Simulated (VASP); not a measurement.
Wanted: the native input for a VASP 6.6.1 run.

```
Task                   : single point
Functional             : PBE
Potentials or basis    : VASP PAW PBE potentials, release 64 (Hf_pv, N)
Cutoff                 : 520 eV
k mesh                 : 10 × 10 × 10
Occupations            : fermi-dirac, width 0.03 eV
Spin                   : no spin polarisation
Dipole correction      : no
Further INCAR settings : ALGO = Normal; EDIFF = 1e-06; NBANDS = 14
```

The structure of HfN lies in POSCAR:

```
HfN
1.0
   -0.0677700000      2.2251150000      2.2251150000
    2.2251150000     -0.0677700000      2.2251150000
    2.2251150000      2.2251150000     -0.0677700000
Hf N
1 1
Direct
    0.0000000000      0.0000000000      0.0000000000
    0.5000000000      0.5000000000      0.5000000000
```

This cell differs from its parent crystal: equal xy, yz and zx shear strains of -3 %.

The input as run:

INCAR

```
PREC     = Accurate       # precision mode
ENCUT    = 520            # plane-wave cutoff, eV
EDIFF    = 1E-6           # SCF threshold, eV
ISMEAR   = -1             # smearing method
SIGMA    = 0.03           # smearing width, eV
LREAL    = F              # projectors in reciprocal space
LASPH    = T              # aspherical terms in the spheres
NELM     = 80             # most SCF steps
ALGO     = Normal         # electronic algorithm
ISIF     = 2              # what is computed and relaxed
LWAVE    = F              # write WAVECAR
LCHARG   = F              # write CHGCAR
GGA      = PE             # functional
NBANDS   = 14             # bands
```

KPOINTS

```
regular mesh
0
Gamma
  10 10 10
```

Potentials or basis: VASP PAW PBE potentials, release 64 (Hf_pv, N).

Launch:

```console
$ cat potpaw_PBE.64/Hf_pv/POTCAR potpaw_PBE.64/N/POTCAR > POTCAR
$ mpirun -np 1 vasp_std > vasp.out
```

It gave:

```yaml
Pressure: 3.2 GPa
```

Caveat: the cell differs from its parent crystal (equal xy, yz and zx shear strains of -3 %).

Run time: 13 s on 1 thread of Intel(R) Xeon(R) 6975P-C (Granite Rapids), on a shared host, peak memory 0.16 GiB.
